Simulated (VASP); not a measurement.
# Tb4WO (P-3m1) in VASP: further runs

Tb4WO is run at these levels: PBE; tasks: single point.

All numbers are computed with VASP 6.6.1; they aren't measurements. Logs are shortened: lines on timing, memory, paths and dates and some standing lists are left out, and cuts for length are marked.

## Step 1: The cell of the first run

It takes space group P-3m1 (No. 164, trigonal). Conventional cell: a = 3.483 Å, b = 3.483 Å, c = 13.349 Å, α = 90.00°, β = 90.00°, γ = 120.00°. Within 3.2 Å of Tb (site symmetry 3m) lie 3 O at 2.43 Å. Within 3.9 Å of Tb (site symmetry 3m) lie 3 W at 2.96 Å and 9 Tb at 3.48 to 3.73 Å. W (site symmetry -3m) has 6 Tb at 2.96 Å and 6 W at 3.48 Å within 3.9 Å. Within 3.2 Å of O (site symmetry -3m) lie 6 Tb at 2.43 Å.

The cell was built from a structure type or drawn by symmetry, and may not be a known phase.

## Step 2: Single point, PBE

INCAR

```
PREC = Accurate ; ENCUT = 600
EDIFF = 1E-6 ; ISMEAR = 0
SIGMA = 0.2 ; LREAL = F
LASPH = T ; NELM = 200
ALGO = Normal ; ISIF = 2
LWAVE = F ; LCHARG = F
GGA = PE ; NBANDS = 37
GGA_COMPAT = F ; LMAXMIX = 6
```

KPOINTS

```
Automatic mesh
0
Gamma
  5 5 2
```

POSCAR

```
Tb4WO
1.0
    3.4826367624      0.0000000000      0.0000000000
   -1.7413183812      3.0160519084      0.0000000000
    0.0000000000      0.0000000000     13.3485523977
Tb W O
4 1 1
Direct
    0.3333333333      0.6666666667      0.8976919627
    0.3333333333      0.6666666667      0.3374827696
    0.6666666667      0.3333333333      0.6625172304
    0.6666666667      0.3333333333      0.1023080373
    0.0000000000      0.0000000000      0.5000000000
    0.0000000000      0.0000000000      0.0000000000
```

Potentials or basis: VASP PAW PBE potentials, release 64 (Tb_3, W_sv, O), 4f in core.

The run is started by

```
> cat potpaw_PBE.64/Tb_3/POTCAR potpaw_PBE.64/W_sv/POTCAR potpaw_PBE.64/O/POTCAR > POTCAR
> mpirun -np 1 vasp_std > vasp.out
```

OUTCAR:

```text
PREC = Accurate
   ENCUT = 600
   EDIFF = 1E-6
   ISMEAR = 0
   LREAL = F
   LASPH = T
   NELM = 200
   ISIF = 2
   GGA = PE

 ion  position               nearest neighbor table
   1  0.333  0.667  0.898-   6 2.43   6 2.43   6 2.43   4 3.39   4 3.39   4 3.39   3 3.73   3 3.73
                             3 3.73
   2  0.333  0.667  0.337-   5 2.96   5 2.96   5 2.96   4 3.73   4 3.73   4 3.73
   3  0.667  0.333  0.663-   5 2.96   5 2.96   5 2.96   1 3.73   1 3.73   1 3.73
   4  0.667  0.333  0.102-   6 2.43   6 2.43   6 2.43   1 3.39   1 3.39   1 3.39   2 3.73   2 3.73
                             2 3.73
   5  0.000  0.000  0.500-   2 2.96   3 2.96   3 2.96   2 2.96   3 2.96   2 2.96
   6  0.000  0.000  0.000-   1 2.43   4 2.43   4 2.43   1 2.43   4 2.43   1 2.43

  LATTYP: Found a hexagonal cell.
 ALAT       =     3.4826367624
 C/A-ratio  =     3.8328867776

  Lattice vectors:

 A1 = (   3.4826367624,   0.0000000000,   0.0000000000)
 A2 = (  -1.7413183812,   3.0160519084,   0.0000000000)
 A3 = (   0.0000000000,   0.0000000000,  13.3485523977)

Analysis of symmetry for initial positions (statically):
=====================================================================
 Subroutine PRICEL returns:
 Original cell was already a primitive cell.

 Routine SETGRP: Setting up the symmetry group for a
 hexagonal supercell.

 Subroutine GETGRP returns: Found 12 space group operations
 (whereof 12 operations were pure point group operations)
 out of a pool of 24 trial point group operations.

The static configuration has the point symmetry D_3d.

Analysis of symmetry for dynamics (positions and initial velocities):
=====================================================================
 Subroutine PRICEL returns:
 Original cell was already a primitive cell.

 Routine SETGRP: Setting up the symmetry group for a
 hexagonal supercell.

 Subroutine GETGRP returns: Found 12 space group operations
 (whereof 12 operations were pure point group operations)
 out of a pool of 24 trial point group operations.

The dynamic configuration has the point symmetry D_3d.

 Subroutine INISYM returns: Found 12 space group operations
 (whereof 12 operations are pure point group operations),
 and found     1 'primitive' translations

----------------------------------------------------------------------------------------

                                     Primitive cell

  volume of cell :     140.2107

  direct lattice vectors                    reciprocal lattice vectors
     3.482636762  0.000000000  0.000000000     0.287138760  0.165779640  0.000000000
    -1.741318381  3.016051908  0.000000000     0.000000000  0.331559280  0.000000000
     0.000000000  0.000000000 13.348552398     0.000000000  0.000000000  0.074914490

  length of vectors
     3.482636762  3.482636762 13.348552398     0.331559280  0.331559280  0.074914490

  position of ions in fractional coordinates (direct lattice)
     0.333333333  0.666666667  0.897691963
     0.333333333  0.666666667  0.337482770
     0.666666667  0.333333333  0.662517230
     0.666666667  0.333333333  0.102308037
     0.000000000  0.000000000  0.500000000
     0.000000000  0.000000000  0.000000000

  ion indices of the primitive-cell ions
   primitive index   ion index
                 1           1
                 2           2
                 3           3
                 4           4
                 5           5
                 6           6

----------------------------------------------------------------------------------------

 KPOINTS: Automatic mesh

Automatic generation of k-mesh.
 Grid dimensions read from file:
 generate k-points for:    5    5    2

 Generating k-lattice:

  Cartesian coordinates                     Fractional coordinates (reciprocal lattice)
     0.057427752  0.033155928  0.000000000     0.200000000  0.000000000  0.000000000
     0.000000000  0.066311856  0.000000000     0.000000000  0.200000000  0.000000000
     0.000000000  0.000000000  0.037457245     0.000000000  0.000000000  0.500000000

  Length of vectors
     0.066311856  0.066311856  0.037457245

  Shift w.r.t. Gamma in fractional coordinates (k-lattice)
     0.000000000  0.000000000  0.000000000

 Subroutine IBZKPT returns following result:
 ===========================================

 Found     10 irreducible k-points:

 Following reciprocal coordinates:
            Coordinates               Weight
  0.000000  0.000000  0.000000      1.000000
  0.200000 -0.000000  0.000000      6.000000
  0.400000 -0.000000  0.000000      6.000000
  0.200000  0.200000  0.000000      6.000000
  0.400000  0.200000  0.000000      6.000000
  0.000000  0.000000  0.500000      1.000000
  0.200000 -0.000000  0.500000      6.000000
  0.400000 -0.000000  0.500000      6.000000
  0.200000  0.200000  0.500000      6.000000
  0.400000  0.200000  0.500000      6.000000
   k-points           NKPTS =     10   k-points in BZ     NKDIM =     10   number of bands    NBANDS=     37
[... 33 lines left out ...]
   EFERMI_NEDOS =   21; number of points for ismear=-14 and -15
   IALGO  =     38    algorithm
   IMIX   =      4    mixing-type and parameters
     AMIX     =   0.40;   BMIX     =  1.00
     AMIX_MAG =   1.60;   BMIX_MAG =  1.00
  volume/ion in A,a.u.               =      23.37       157.70
  Fermi-wavevector in a.u.,A,eV,Ry     =   1.205620  2.278291 19.776335  1.453520
  Thomas-Fermi vector in A             =   2.341311
   LORBIT       =      0    0 simple, 1 ext, 2 COOP (PROOUT), +10 PAW based schemes
   GGA     = PE    functional components
   LHFCALC =     F    Hartree Fock is set to
   AEXX    =    0.0000 exact exchange contribution
   IVDW    =     0    specifies the selected vdW correction
   LEPSILON=     F    determine dielectric tensor
   LRPA    =     F    only Hartree local field effects (RPA)
 non-spin polarized calculation
 Gauss-broadening in eV      SIGMA  =   0.20
  energy-cutoff  :      600.00
  volume of cell :      140.21
 maximum number of plane-waves:      4708
 NGX is ok and might be reduce to    28
   NGX = 13   NGY = 13   NGZ = 53

 number of electron      56.0000000 magnetization

 Free energy of the ion-electron system (eV)
  ---------------------------------------------------
  ext. energy  EPLUGINS =         0.00000000
  ---------------------------------------------------
  free energy    TOTEN  =       -39.30733076 eV

  energy without entropy =      -39.13467365  energy(sigma->0) =      -39.22100220

 E-fermi :   4.5853     XC(G=0): -10.6590

 val. band max:        4.5763615897   @ k =   0.0000   0.0000   0.5000
 cond. band min:       4.6872074635   @ k =   0.4000   0.2000   0.5000
 fundamental gap:      0.1108458738
 Fermi energy:         4.5853495293

 k-point     1 :       0.0000    0.0000    0.0000
  band No.  band energies     occupation
      1     -68.8308      2.00000
      2     -33.0498      2.00000
      3     -33.0498      2.00000
      4     -32.9027      2.00000
      5     -19.0322      2.00000
      6     -17.9881      2.00000
[... 29 lines left out ...]
     36       6.8874      0.00000
     37       7.5589      0.00000

 k-point     2 :       0.2000   -0.0000    0.0000
  band No.  band energies     occupation
      1     -68.8294      2.00000
      2     -33.0880      2.00000
      3     -33.0595      2.00000
      4     -32.8982      2.00000
      5     -18.9631      2.00000
      6     -18.1740      2.00000
[... 29 lines left out ...]
     36       7.2448      0.00000
     37       7.6817      0.00000

 k-point     3 :       0.4000   -0.0000    0.0000
  band No.  band energies     occupation
      1     -68.8271      2.00000
      2     -33.1493      2.00000
      3     -33.0751      2.00000
      4     -32.8910      2.00000
      5     -19.0391      2.00000
      6     -18.5330      2.00000
[... 29 lines left out ...]
     36       7.6047      0.00000
     37       8.2642      0.00000
[... 201 lines left out ...]
 k-point     9 :       0.2000    0.2000    0.5000
  band No.  band energies     occupation
      1     -68.8275      2.00000
      2     -33.1279      2.00000
      3     -33.0820      2.00000
      4     -32.8923      2.00000
      5     -18.9498      2.00000
      6     -18.3873      2.00000
[... 29 lines left out ...]
     36       7.3727      0.00000
     37       7.4692      0.00000

 k-point    10 :       0.4000    0.2000    0.5000
  band No.  band energies     occupation
      1     -68.8264      2.00000
      2     -33.1470      2.00000
      3     -33.1013      2.00000
      4     -32.8887      2.00000
      5     -18.9822      2.00000
      6     -18.5064      2.00000
[... 29 lines left out ...]
     36       7.3792      0.00000
     37       7.7916      0.00000

------------------------ aborting loop because EDIFF is reached ----------------------------------------

  FORCE on cell =-STRESS in cart. coord.  units (eV):
  Direction    XX          YY          ZZ          XY          YZ          ZX
  --------------------------------------------------------------------------------------
  -------------------------------------------------------------------------------------
  Total        0.2802270      0.2802270      0.4932763     -0.0000000      0.0000000      0.0000000
  in kB        3.2021331      3.2021331      5.6366318     -0.0000000      0.0000000      0.0000000
  external PRESSURE =       4.0136326 kB  Pullay stress =       0.0000000 kB

 VOLUME and BASIS-vectors are now :
 -----------------------------------------------------------------------------
  energy-cutoff  :      600.00
  volume of cell :      140.21
      direct lattice vectors                 reciprocal lattice vectors
     3.482636762  0.000000000  0.000000000     0.287138760  0.165779640  0.000000000
    -1.741318381  3.016051908  0.000000000     0.000000000  0.331559280  0.000000000
     0.000000000  0.000000000 13.348552398     0.000000000  0.000000000  0.074914490

 POSITION                                       TOTAL-FORCE (eV/Angst)
 -----------------------------------------------------------------------------------
     -0.00000      2.01070     11.98289         0.000000      0.000000     -0.033753
     -0.00000      2.01070      4.50491         0.000000      0.000000     -0.007091
      1.74132      1.00535      8.84365        -0.000000      0.000000      0.007091
      1.74132      1.00535      1.36566         0.000000     -0.000000      0.033753
      0.00000      0.00000      6.67428        -0.000000      0.000000      0.000000
      0.00000      0.00000      0.00000        -0.000000      0.000000      0.000000
 -----------------------------------------------------------------------------------
    total drift:                               -0.000000      0.000000      0.000000

  FREE ENERGIE OF THE ION-ELECTRON SYSTEM (eV)
  ---------------------------------------------------
  free  energy   TOTEN  =       -39.3073307575 eV

  energy  without entropy=      -39.1346736499  energy(sigma->0) =      -39.22100220
```

Wall time 76 s (1 thread of Intel Xeon Platinum 8488C (Sapphire Rapids), shared host); peak memory 0.29 GiB.

Results:

| Item | Value |
| --- | --- |
| Free energy | -39.3073 eV |
| Pressure | 0.4 GPa |
| Largest force | 0.034 eV/Å |
| Band gap on the k mesh | zero (bands 28 and 29 overlap by 0.09 eV) |

Forces in eV/Å, atoms in the order of the input:
```
Tb   0.000  0.000 -0.034
Tb   0.000  0.000 -0.007
Tb   0.000  0.000  0.007
Tb   0.000  0.000  0.034
W    0.000  0.000  0.000
O    0.000  0.000  0.000
```

Caveat: the k points lie up to 0.42 Å⁻¹ apart; spin-orbit coupling is left out, which moves the levels of the heavy elements; the 4f electrons are frozen in the core, so they carry no moment and show no levels; the run has no spin polarisation, though such a crystal can be magnetic.

## Step 3: Single point, PBE

This run uses another cell than the first one, of 23.46 Å³/atom.

INCAR

```
SYSTEM = Tb4WO
ALGO = Normal
EDIFF = 1E-6
ENCUT = 600
GGA = PE
GGA_COMPAT = .False.
ISIF = 2
ISMEAR = 0
LASPH = .True.
LCHARG = .False.
LMAXMIX = 6
LREAL = .False.
LWAVE = .False.
NBANDS = 37
NELM = 200
PREC = Accurate
SIGMA = 0.2
```

KPOINTS

```
k-points
0
Gamma
  5 5 2
  0 0 0
```

POSCAR

```
Tb4WO
1.0
    3.4784885269      0.0000000000      0.0000000000
   -1.7392442635      3.0124594311      0.0000000000
    0.0000000000      0.0000000000     13.4305058760
Tb W O
4 1 1
Direct
    0.3333333333      0.6666666667      0.8368814735
    0.3333333333      0.6666666667      0.3976509056
    0.6666666667      0.3333333333      0.6023490944
    0.6666666667      0.3333333333      0.1631185265
    0.0000000000      0.0000000000      0.0000000000
    0.0000000000      0.0000000000      0.5000000000
```

Potentials or basis: VASP PAW PBE potentials, release 64 (Tb_3, W_sv, O), 4f in core.

The run is started by

```
> cat potpaw_PBE.64/Tb_3/POTCAR potpaw_PBE.64/W_sv/POTCAR potpaw_PBE.64/O/POTCAR > POTCAR
> mpirun -np 1 vasp_std > vasp.out
```

It took 81 s on 1 thread of Intel Xeon Platinum 8488C (Sapphire Rapids), shared host; peak memory 0.29 GiB.

It converged, with:

| Quantity | Value |
| --- | --- |
| Free energy | -39.3080 eV |
| Pressure | 0.0 GPa |
| Largest force | 0.047 eV/Å |
| Band gap on the k mesh | zero (bands 28 and 29 overlap by 0.09 eV) |

Forces on the atoms (eV/Å):
```
Tb   0.000  0.000  0.047
Tb   0.000  0.000  0.006
Tb   0.000  0.000 -0.006
Tb   0.000  0.000 -0.047
W    0.000  0.000  0.000
O    0.000  0.000  0.000
```

Stress tensor (GPa, compression positive):
```
 0.06  0.00  0.00
 0.00  0.06  0.00
 0.00  0.00 -0.11
```

Levels at points of the mesh, in eV from the Fermi level:
```csv
k point,band 25,band 26,band 27,band 28,band 29,band 30,band 31,band 32
"(0.00, 0.00, 0.00)",-0.73,-0.42,-0.42,0.02,0.02,0.55,1.08,1.70
"(0.00, 0.00, 0.50)",-1.10,-0.42,-0.42,0.02,0.02,0.79,0.93,1.66
```

Caveat: the k points lie up to 0.42 Å⁻¹ apart; spin-orbit coupling is left out, which moves the levels of the heavy elements; the 4f electrons are frozen in the core, so they carry no moment and show no levels; the run has no spin polarisation, though such a crystal can be magnetic. With open d or f shells a metallic result of PBE can be an artefact of self-interaction; +U or a hybrid may open a gap.

## Step 4: Single point, PBE, collinear spin

This run uses another cell than the first one, of 23.22 Å³/atom.

INCAR

```
SYSTEM = Tb4WO
PREC     = Accurate       ! precision mode
ENCUT    = 600            ! plane-wave cutoff, eV
EDIFF    = 1E-6           ! SCF threshold, eV
ISMEAR   = 0              ! smearing method
SIGMA    = 0.1            ! smearing width, eV
LREAL    = .FALSE.        ! projectors in reciprocal space
LASPH    = .TRUE.         ! aspherical terms in the spheres
NELM     = 200            ! most SCF steps
ALGO     = Normal         ! electronic algorithm
ISIF     = 2              ! what is computed and relaxed
LWAVE    = .FALSE.        ! write WAVECAR
LCHARG   = .FALSE.        ! write CHGCAR
ISPIN    = 2              ! spin polarisation
MAGMOM   = 0 0 0 0 0.72 0 ! initial moments
LORBIT   = 11             ! projections on sites
LMAXMIX  = 6              ! l up to which the mixer works
GGA      = PE             ! functional
NBANDS   = 41             ! bands
GGA_COMPAT= .FALSE.      
KPAR     = 4
```

KPOINTS

```
Automatic mesh
0
G
  12 12 4
  0 0 0
```

POSCAR

```
Tb4WO
1.0
    3.4395059235      0.0000000000      0.0000000000
   -1.7197529617      2.9786995062      0.0000000000
    0.0000000000      0.0000000000     13.5965176617
Tb W O
4 1 1
Direct
    0.3333333333      0.6666666667      0.8979079006
    0.3333333333      0.6666666667      0.3343591839
    0.6666666667      0.3333333333      0.6656408161
    0.6666666667      0.3333333333      0.1020920994
    0.0000000000      0.0000000000      0.5000000000
    0.0000000000      0.0000000000      0.0000000000
```

The run is started by

```
> cat potpaw_PBE.64/Tb_3/POTCAR potpaw_PBE.64/W_sv/POTCAR potpaw_PBE.64/O/POTCAR > POTCAR
> mpirun -np 4 vasp_std > vasp.out
```

Wall time 4 min (4 MPI ranks of AMD EPYC 9R45 (Zen 5), shared host); peak memory 0.84 GiB.

Results (log left out):

| Quantity | Value |
| --- | --- |
| Free energy | -39.2667 eV |
| Pressure | 0.3 GPa |
| Largest force | 0.074 eV/Å |
| Band gap on the k mesh | zero (filled and empty bands overlap) |
| Net moment | 0.00 μB per cell |
| Valence electrons inside the program's atomic spheres | Tb 8.06, 8.12 (each value once); W 11.83; O 4.99 |

Forces on the atoms (eV/Å):
```
Tb   0.000  0.000 -0.074
Tb   0.000  0.000  0.060
Tb   0.000  0.000 -0.060
Tb   0.000  0.000  0.074
W    0.000  0.000  0.000
O    0.000  0.000  0.000
```

Stress tensor (GPa, compression positive):
```
0.33 0.00 0.00
0.00 0.33 0.00
0.00 0.00 0.20
```

Levels at points of the mesh, in eV from the Fermi level:
Spin up:
```tsv
k point	band 25	band 26	band 27	band 28	band 29	band 30	band 31	band 32
(0.00, 0.00, 0.00)	-0.79	-0.33	-0.33	0.16	0.16	0.41	1.02	1.71
(0.50, 0.00, 0.00)	-1.44	-0.71	-0.10	0.07	0.21	0.43	0.60	1.64
(0.00, 0.00, 0.50)	-1.14	-0.32	-0.32	0.16	0.16	0.71	0.79	1.68
(0.50, 0.00, 0.50)	-1.34	-0.71	-0.10	-0.05	0.26	0.44	0.74	1.32
```
Spin down:
| k point | band 24 | band 25 | band 26 | band 27 | band 28 | band 29 | band 30 | band 31 | band 32 | band 33 |
| --- | --- | --- | --- | --- | --- | --- | --- | --- | --- | --- |
| (0.00, 0.00, 0.00) | -2.30 | -0.79 | -0.32 | -0.32 | 0.16 | 0.16 | 0.41 | 1.02 | 1.71 | 1.71 |
| (0.50, 0.00, 0.00) | -1.69 | -1.44 | -0.71 | -0.10 | 0.07 | 0.21 | 0.43 | 0.60 | 1.64 | 1.71 |
| (0.00, 0.00, 0.50) | -2.01 | -1.13 | -0.32 | -0.32 | 0.17 | 0.17 | 0.71 | 0.79 | 1.68 | 1.68 |
| (0.50, 0.00, 0.50) | -1.74 | -1.34 | -0.71 | -0.09 | -0.05 | 0.26 | 0.44 | 0.74 | 1.32 | 2.08 |

Caveat: the magnetic or orbital state may not be the lowest; spin-orbit coupling is left out, which moves the levels of the heavy elements; the 4f electrons are frozen in the core, so they carry no moment and show no levels. With open d or f shells a metallic result of PBE can be an artefact of self-interaction; +U or a hybrid may open a gap.

## Step 5: Overview

| spin | cell | k mesh | smearing | gap on the mesh (eV) | pressure (GPa) | largest force (eV/Å) |
| --- | --- | --- | --- | --- | --- | --- |
| off | a = 3.483, b = 3.483, c = 13.349 Å, angles 90.0, 90.0, 120.0°, 6 atoms, atomic positions A | 5 × 5 × 2 | gaussian 0.2 eV | none | 0.4 | 0.03 |
| off | a = 3.478, b = 3.478, c = 13.431 Å, angles 90.0, 90.0, 120.0°, 6 atoms, atomic positions A | 5 × 5 × 2 | gaussian 0.2 eV | none | 0.0 | 0.05 |
| collinear | a = 3.440, b = 3.440, c = 13.597 Å, angles 90.0, 90.0, 120.0°, 6 atoms, atomic positions B | 12 × 12 × 4 | gaussian 0.1 eV | none | 0.3 | 0.07 |

Alike in all rows: task single point; level PBE; potentials or basis VASP PAW PBE potentials, release 64 (Tb_3, W_sv, O), 4f in core; cutoff (eV) 600.

Caveats: some runs use coarse meshes; spin-orbit coupling is left out, which moves the levels of the heavy elements; the 4f electrons are frozen in the core, so they carry no moment and show no levels; the magnetic or orbital state may not be the lowest (at least some runs).

Absolute energies hang on the potentials; compare differences alone.
